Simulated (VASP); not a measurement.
# Sc (P6_3/mmc) in VASP: further runs, part 2 of 2

VASP 6.6.1. The steps go on from the part before.

## (3) Electric field gradients, PBE (volume scaled by 0.95)

Contents of INCAR:

```
SYSTEM = Sc
PREC     = Accurate       ! precision mode
ENCUT    = 520            ! plane-wave cutoff, eV
EDIFF    = 1E-8           ! SCF threshold, eV
ISMEAR   = -1             ! smearing method
SIGMA    = 0.03           ! smearing width, eV
LREAL    = .False.        ! projectors in reciprocal space
LASPH    = .True.         ! aspherical terms in the spheres
NELM     = 80             ! most SCF steps
ALGO     = Normal         ! electronic algorithm
ISIF     = 2              ! what is computed and relaxed
LWAVE    = .False.        ! write WAVECAR
LCHARG   = .False.        ! write CHGCAR
GGA      = PE             ! functional
LEFG     = .True.       
NBANDS   = 18             ! bands
```

Contents of KPOINTS:

```
Automatic mesh
0
Gamma
  13 13 7
  0 0 0
```

Contents of POSCAR:

```
Sc
1.0
    3.2527057408      0.0000000000      0.0000000000
   -1.6263528704      2.8169258025      0.0000000000
    0.0000000000      0.0000000000      5.1786946119
Sc
2
Direct
    0.3333333333      0.6666666667      0.2500000000
    0.6666666667      0.3333333333      0.7500000000
```

Potentials or basis: VASP PAW PBE potentials, release 64 (Sc_sv).

Command:

```sh
$ cat potpaw_PBE.64/Sc_sv/POTCAR > POTCAR
$ mpirun -np 1 vasp_std > vasp.out
```

OUTCAR:

```text
SYSTEM = Sc
   PREC = Accurate
   ENCUT = 520
   EDIFF = 1E-8
   ISMEAR = -1
   LREAL = .False.
   LASPH = .True.
   NELM = 80
   ISIF = 2
   GGA = PE

 ion  position               nearest neighbor table
   1  0.333  0.667  0.250-   2 3.20   2 3.20   2 3.20   2 3.20   2 3.20   2 3.20
   2  0.667  0.333  0.750-   1 3.20   1 3.20   1 3.20   1 3.20   1 3.20   1 3.20

  LATTYP: Found a hexagonal cell.
 ALAT       =     3.2527057408
 C/A-ratio  =     1.5921190002

  Lattice vectors:

 A1 = (   3.2527057408,   0.0000000000,   0.0000000000)
 A2 = (  -1.6263528704,   2.8169258025,   0.0000000000)
 A3 = (   0.0000000000,   0.0000000000,   5.1786946119)

Analysis of symmetry for initial positions (statically):
=====================================================================
 Subroutine PRICEL returns:
 Original cell was already a primitive cell.

 Routine SETGRP: Setting up the symmetry group for a
 hexagonal supercell.

 Subroutine GETGRP returns: Found 24 space group operations
 (whereof 12 operations were pure point group operations)
 out of a pool of 24 trial point group operations.

The static configuration has the point symmetry D_3d.
 The point group associated with its full space group is D_6h.

Analysis of symmetry for dynamics (positions and initial velocities):
=====================================================================
 Subroutine PRICEL returns:
 Original cell was already a primitive cell.

 Routine SETGRP: Setting up the symmetry group for a
 hexagonal supercell.

 Subroutine GETGRP returns: Found 24 space group operations
 (whereof 12 operations were pure point group operations)
[... 153 lines left out ...]
 cond. band min:       3.9190743076   @ k =   0.3077   0.0769   0.0000
 fundamental gap:      0.0027765257
 Fermi energy:         3.9168855474

 k-point     1 :       0.0000    0.0000    0.0000
  band No.  band energies     occupation
      1     -45.4139      2.00000
      2     -45.3371      2.00000
      3     -24.2627      2.00000
      4     -23.8783      2.00000
      5     -23.8783      2.00000
      6     -23.8115      2.00000
[... 481 lines left out ...]
      5     -23.8966      2.00000
      6     -23.8959      2.00000
[... 10 lines left out ...]
     17       6.4398      0.00000
     18       6.4701      0.00000

 [... further k-points ...]
[... 5 lines left out ...]
  --------------------------------------------------------------------------------------
  -------------------------------------------------------------------------------------
  Total        0.8709729      0.8709729      0.2953976      0.0000000     -0.0000000      0.0000000
  in kB       29.4086272     29.4086272      9.9741759      0.0000000     -0.0000000      0.0000000
  external PRESSURE =      22.9304767 kB  Pullay stress =       0.0000000 kB

 VOLUME and BASIS-vectors are now :
 -----------------------------------------------------------------------------
  energy-cutoff  :      520.00
  volume of cell :       47.45
      direct lattice vectors                 reciprocal lattice vectors
     3.252705741  0.000000000  0.000000000     0.307436356  0.177498463  0.000000000
    -1.626352870  2.816925803  0.000000000     0.000000000  0.354996926  0.000000000
     0.000000000  0.000000000  5.178694612     0.000000000  0.000000000  0.193098855

 POSITION                                       TOTAL-FORCE (eV/Angst)
 -----------------------------------------------------------------------------------
     -0.00000      1.87795      1.29467        -0.000000      0.000000      0.000000
      1.62635      0.93898      3.88402         0.000000     -0.000000      0.000000
 -----------------------------------------------------------------------------------
    total drift:                               -0.000000      0.000000     -0.000000

  FREE ENERGIE OF THE ION-ELECTRON SYSTEM (eV)
  ---------------------------------------------------
  free  energy   TOTEN  =       -12.4853220549 eV

  energy  without entropy=      -12.4721204407  energy(sigma->0) =      -12.47872125

 Electric field gradients (V/A^2)
---------------------------------------------------------------------
 ion       V_xx      V_yy      V_zz      V_xy      V_xz      V_yz
---------------------------------------------------------------------
   1      -5.424    -5.424    10.848    -0.000     0.000    -0.000
   2      -5.424    -5.424    10.848    -0.000    -0.000     0.000
---------------------------------------------------------------------

 Electric field gradients after diagonalization (V/A^2)
 (convention: |V_zz| > |V_xx| > |V_yy|)
----------------------------------------------------------------------
 ion       V_xx      V_yy      V_zz     asymmetry (V_yy - V_xx)/ V_zz
----------------------------------------------------------------------
   1      -5.424    -5.424    10.848       0.000
   2      -5.424    -5.424    10.848       0.000
----------------------------------------------------------------------

           NMR quadrupolar parameters

 Cq : quadrupolar parameter    Cq=e*Q*V_zz/h
 eta: asymmetry parameters     (V_yy - V_xx)/ V_zz
 Q  : nuclear electric quadrupole moment in mb (millibarn)
----------------------------------------------------------------------
 ion       Cq(MHz)       eta       Q (mb)
----------------------------------------------------------------------
   1       0.026       0.000       1.000
   2       0.026       0.000       1.000
----------------------------------------------------------------------
```

OSZICAR:

```text
N       E                     dE             d eps       ncg     rms          rms(c)
DAV:   1     0.361848938007E+03    0.36185E+03   -0.10971E+04  3024   0.131E+03
DAV:   2     0.637736787905E+01   -0.35547E+03   -0.34910E+03  3648   0.546E+02
DAV:   3    -0.134445404439E+02   -0.19822E+02   -0.19105E+02  4986   0.157E+02
DAV:   4    -0.138069893126E+02   -0.36245E+00   -0.35934E+00  4556   0.194E+01
DAV:   5    -0.138109824279E+02   -0.39931E-02   -0.39915E-02  5188   0.230E+00    0.785E+00
DAV:   6    -0.126482131967E+02    0.11628E+01   -0.26226E+00  3976   0.181E+01    0.238E+00
DAV:   7    -0.124962432218E+02    0.15197E+00   -0.66238E-01  4072   0.834E+00    0.837E-01
DAV:   8    -0.124864076862E+02    0.98355E-02   -0.24746E-02  3902   0.199E+00    0.222E-01
DAV:   9    -0.124853126276E+02    0.10951E-02   -0.57301E-03  4202   0.820E-01    0.190E-02
DAV:  10    -0.124853260355E+02   -0.13408E-04   -0.11203E-04  4752   0.143E-01    0.734E-03
DAV:  11    -0.124853206181E+02    0.54173E-05   -0.33716E-06  4600   0.222E-02    0.155E-03
DAV:  12    -0.124853223738E+02   -0.17557E-05   -0.24629E-07  4878   0.579E-03    0.813E-04
DAV:  13    -0.124853219852E+02    0.38860E-06   -0.19786E-08  3040   0.168E-03    0.883E-05
DAV:  14    -0.124853220619E+02   -0.76691E-07   -0.13807E-09  2144   0.749E-04    0.330E-05
DAV:  15    -0.124853220549E+02    0.69945E-08   -0.56940E-10  2020   0.428E-04
   1 F= -.12485322E+02 E0= -.12478721E+02  d E =-.132016E-01
```

Run time: 46 s. Hardware: 1 thread of Intel Xeon 6975P-C, shared host; peak memory 0.2 GiB.

What came out:

* Free energy: -12.4853 eV
* Pressure: 2.3 GPa
* Band gap on the k mesh: zero (band 11 reaches 4.67 eV, above the bottom of band 12 at 3.38 eV)

Stress tensor (GPa, compression positive):
```
2.94 0.00 0.00
0.00 2.94 0.00
0.00 0.00 1.00
```

Electric field gradients, principal values (V/Å²):
```csv
atom,least,middle,greatest (by size)
1 Sc,-5.424,-5.424,10.848
2 Sc,-5.424,-5.424,10.848
```

Caveat: without QUAD_EFG the Cq values of the log hold for a quadrupole moment of 1 mb, not for the nuclei.
